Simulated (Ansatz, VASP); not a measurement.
## InP in VASP and in Ansatz

```
In P
1.0
     0.00000    2.93050    2.93050
     2.93050    0.00000    2.93050
     2.93050    2.93050    0.00000
In P
1 1
Direct
  0.00000 0.00000 0.00000
  0.75000 0.75000 0.75000
```

Alike in both runs: task single point; functional HSE06; k mesh 6 × 6 × 6; occupations fermi-dirac, width 0.05 eV; no spin polarisation.

|  | VASP | Ansatz |
| --- | --- | --- |
| version | VASP 6.6.1 | Ansatz 0.2.0 |
| potentials or method | VASP PAW PBE potentials, release 64 (In_d, P), cutoff 520 eV | all-electron PAW datasets made for the crystal |

Ansatz gave:

```
gap on the k mesh at the Fermi level (eV) : 1.50
least direct gap on the mesh (eV)         : 1.50
pressure (GPa)                            : 1.5
```

**Question.** Estimate VASP's values.

**Answer.** gap on the k mesh at the Fermi level (eV): 1.50; least direct gap on the mesh (eV): 1.50; pressure (GPa): 1.3.

Ansatz ran all-electron here, and VASP with PAW potentials.
